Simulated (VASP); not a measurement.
SiC5, 6 atoms in the cell. The structure is hexagonal, space group P6/mmm (No. 191). The conventional cell has a = 3.302 Å, b = 3.302 Å, c = 6.178 Å, α = 90.00°, β = 90.00°, γ = 120.00°. Within 2.5 Å of Si (site symmetry 6/mmm) lie 2 C at 1.87 Å. Within 2.5 Å of C (site symmetry 6mm) lie 1 Si at 1.87 Å and 7 C at 2.05 to 2.44 Å. Within 2.2 Å of C (site symmetry mmm) lie 8 C at 1.65 to 2.05 Å. The cell was generated, and may not be a known phase.

| Quantity | Value |
| --- | --- |
| Program | VASP 6.6.1 |
| Task | relaxation of cell and atoms |
| Functional | PBE |
| Potentials or basis | VASP PAW PBE potentials, release 64 (Si, C) |
| Cutoff | 600 eV |
| k mesh | 12 × 12 × 6 |
| Occupations | gaussian, width 0.1 eV |
| Spin | no spin polarisation |
| Dipole correction | no |
| Further INCAR settings | ALGO = Normal; EDIFF = 1e-06; IBRION = 2; EDIFFG = -0.01; NSW = 100; ISIF = 3 |

Potentials or basis: VASP PAW PBE potentials, release 64 (Si, C).

Launch:

```console
$ cat potpaw_PBE.64/Si/POTCAR potpaw_PBE.64/C/POTCAR > POTCAR
$ mpirun -np 1 vasp_std > vasp.out
```

Hardware: 1 thread of Intel Xeon 8259CL (shared host).

Task: How long does it take, and how much memory?

Result: Wall time 2.7 min on 1 thread of Intel Xeon 8259CL, with other jobs on the host, peak memory 0.23 GiB. Counts: scf iterations 24, k points 76, ion steps 3.
